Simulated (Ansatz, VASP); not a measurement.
PbS: VASP beside Ansatz

Contents of POSCAR:

```
PbS
1.0
    0.0000000000      2.9657500000      2.9657500000
    2.9657500000      0.0000000000      2.9657500000
    2.9657500000      2.9657500000      0.0000000000
Pb S
1 1
Direct
    0.0000000000      0.0000000000      0.0000000000
    0.5000000000      0.5000000000      0.5000000000
```

Contents of INCAR.step1:

```
PREC     = Accurate       # precision mode
ENCUT    = 520            # plane-wave cutoff, eV
ISMEAR   = 0              # smearing method
SIGMA    = 0.01           # smearing width, eV
LREAL    = False          # projectors in reciprocal space
LASPH    = True           # aspherical terms in the spheres
NELM     = 80             # most SCF steps
NBANDS   = 17             # bands
GGA      = PE             # functional
ALGO     = Normal         # electronic algorithm
EDIFF    = 1E-4           # SCF threshold, eV
LWAVE    = True           # write WAVECAR
LCHARG   = False          # write CHGCAR
```

File INCAR.step2:

```
PREC     = Accurate       # precision mode
ENCUT    = 520            # plane-wave cutoff, eV
EDIFF    = 1E-6           # SCF threshold, eV
ISMEAR   = 0              # smearing method
SIGMA    = 0.01           # smearing width, eV
LREAL    = False          # projectors in reciprocal space
LASPH    = True           # aspherical terms in the spheres
NELM     = 80             # most SCF steps
ALGO     = Normal         # electronic algorithm
ISIF     = 2              # what is computed and relaxed
LWAVE    = False          # write WAVECAR
LCHARG   = False          # write CHGCAR
METAGGA  = R2SCAN         # meta-GGA
LMIXTAU  = True         
IVDW     = 13             # dispersion correction
VDW_S6   = 1.0          
VDW_S8   = 0.6018749    
VDW_A1   = 0.51559235   
VDW_A2   = 5.77342911   
NBANDS   = 17             # bands
ISTART   = 1
```

Contents of KPOINTS:

```
Automatic mesh
0
Gamma
  8 8 8
```

File input.yaml:

```yaml
crystal:
  lattice:
    - [0.0, 2.96575, 2.96575]
    - [2.96575, 0.0, 2.96575]
    - [2.96575, 2.96575, 0.0]
  atoms:
    - { symbol: Pb, position: [0.0, 0.0, 0.0] }
    - { symbol: S, position: [0.5, 0.5, 0.5] }
hamiltonian:
  xc: r2scan
  pseudopotentials: { kind: paw, source: ansatz }
  dispersion: d4
kpoints:
  mp_grid: { grid: [8, 8, 8] }
scf:
  occupations: { method: gaussian, width: 0.01 }
  n_extra_bands: 6
output:
  forces: true
  stress: true
  eigenvalues: true
  dos: { projected: false, de: 0.05, nscf_kmesh: { grid: [12, 12, 12] } }
basis:
  ecutrho_ratio: 8
```

Alike in both runs: functional r2SCAN; dispersion D4; k mesh 8 × 8 × 8; occupations gaussian, width 0.01 eV; no spin polarisation.

|  | VASP | Ansatz |
| --- | --- | --- |
| version | VASP 6.6.1 | Ansatz 0.2.0 |
| potentials or method | VASP PAW PBE potentials, release 64 (Pb_d, S) | Ansatz PAW earlier set |
| plane-wave cutoff (eV) | 520 | 580 |
| valence electrons in the cell | 20 | 28 |
| task | single point | density of states |

```tsv
	VASP	Ansatz	Ansatz less VASP
gap on the k mesh at the Fermi level (eV)	0.62	0.62	-0.004
least direct gap on the mesh (eV)	0.62	0.62	-0.004
pressure (GPa)	0.6	0.6	+0.05
```

VASP's potentials were made for PBE, not for r2SCAN. VASP's potentials hold 20 valence electrons a cell and Ansatz's 28, so a difference there can come from the potentials and not from the codes.

Spin-orbit coupling is off throughout.
